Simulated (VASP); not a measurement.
Write the native input for VASP 6.6.1 that does the following.

| Item | Value |
| --- | --- |
| Task | single point |
| Functional | PBE |
| Potentials or basis | VASP PAW PBE potentials, release 64 (Al) |
| Cutoff | 520 eV |
| k mesh | 4 × 4 × 1 |
| Occupations | gaussian, width 0.1 eV |
| Spin | no spin polarisation |
| Dipole correction | yes |
| Further INCAR settings | LREAL = Auto; ALGO = Normal; EDIFF = 1e-07; NBANDS = 62 |

The structure of Al lies in POSCAR:

```
Al
1.0
    8.5732246061      0.0000000000      0.0000000000
   -4.2866123031      7.4246303012      0.0000000000
    0.0000000000      0.0000000000     19.0000085784
Al
28
Direct
    0.0000000000      0.0000000000      0.0789473328
    0.1110808049      0.2221616098      0.2010142470
    0.2284270212      0.1142135106      0.3231556821
    1.0000000000      0.3333333333      0.0789473328
    0.1110653441      0.5555326721      0.2011723194
    0.2226249596      0.4452499192      0.3238790442
    1.0000000000      0.6666666667      0.0789473328
    0.1110808049      0.8889191951      0.2010142470
    0.2226249596      0.7773750404      0.3238790442
    0.3333333333      1.0000000000      0.0789473328
    0.4448394532      0.2224197266      0.2007550323
    0.5553206207      0.1106412415      0.3214714444
    0.3333333333      0.3333333333      0.0789473328
    0.4444673279      0.5555326721      0.2011723194
    0.5553206207      0.4446793793      0.3214714444
    0.3333333333      0.6666666667      0.0789473328
    0.4444673279      0.8889346559      0.2011723194
    0.5547500808      0.7773750404      0.3238790442
    0.6666666667      1.0000000000      0.0789473328
    0.7775802734      0.2224197266      0.2007550323
    0.8857864894      0.1142135106      0.3231556821
    0.6666666667      0.3333333333      0.0789473328
    0.7775802734      0.5551605468      0.2007550323
    0.8893587585      0.4446793793      0.3214714444
    0.6666666667      0.6666666667      0.0789473328
    0.7778383902      0.8889191951      0.2010142470
    0.8857864894      0.7715729788      0.3231556821
    0.0000000000      0.0000000000      0.4341141746
```

One way to write it, as run:

INCAR

```
SYSTEM = Al
ALGO = Normal
DIPOL = 0.5 0.5 0.209
EDIFF = 1E-7
ENCUT = 520
GGA = PE
IDIPOL = 3
ISIF = 2
ISMEAR = 0
LASPH = .True.
LCHARG = .False.
LDIPOL = .True.
LREAL = Auto
LWAVE = .False.
NBANDS = 62
NELM = 60
PREC = Accurate
SIGMA = 0.1
```

KPOINTS

```
k-points
0
Gamma
  4 4 1
  0 0 0
```

Potentials or basis: VASP PAW PBE potentials, release 64 (Al).

Launch:

```bash
$ cat potpaw_PBE.64/Al/POTCAR > POTCAR
$ mpirun -np 1 vasp_std > vasp.out
```

It gave:

| Item | Value |
| --- | --- |
| Largest force | 0.093 eV/Å |
| Band gap on the k mesh | zero (bands 42 and 43 overlap by 0.34 eV) |

Wall time 9.8 min on 1 thread of Intel(R) Xeon(R) 6975P-C (Granite Rapids), with other jobs on the host, peak memory 1.1 GiB.
